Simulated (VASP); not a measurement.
## SnSe: single point with LDA

The system is SnSe.

```
CELL_PARAMETERS angstrom
0.00000 3.29239 3.29239
3.29239 0.00000 3.29239
3.29239 3.29239 0.00000
ATOMIC_POSITIONS crystal
Sn 0.00000 0.00000 0.00000
Se 0.25000 0.25000 0.25000
```

- Program: VASP 6.6.1
- Task: single point
- Functional: LDA
- Potentials or basis: VASP PAW LDA potentials, release 64 (Sn_d, Se)
- Cutoff: 520 eV
- k mesh: 6 × 6 × 6
- Occupations: fermi-dirac, width 0.02 eV
- Spin: no spin polarisation
- Dipole correction: no
- Further INCAR settings: ALGO = Normal; EDIFF = 1e-06; NBANDS = 17

* Pressure: 0.0 GPa
* Band gap on the k mesh: zero (band 10 reaches 3.26 eV, above the bottom of band 11 at 3.11 eV)

Levels at points of the mesh, in eV from the Fermi level:
| k point | band 8 | band 9 | band 10 | band 11 | band 12 | band 13 |
| --- | --- | --- | --- | --- | --- | --- |
| (0.00, 0.00, 0.00) | -2.39 | -2.39 | -2.39 | 1.47 | 1.47 | 1.47 |
| (0.50, 0.00, 0.00) | -2.96 | -2.96 | -2.25 | 2.26 | 2.26 | 3.51 |
| (0.50, 0.50, 0.00) | -3.72 | -3.72 | -0.61 | -0.16 | 4.62 | 4.62 |

Wall time 16 s on 1 thread of Intel(R) Xeon(R) Platinum 8488C (Sapphire Rapids), with other jobs on the host, peak memory 0.17 GiB.

Caveat: spin-orbit coupling is left out, which moves the levels of the heavy elements.
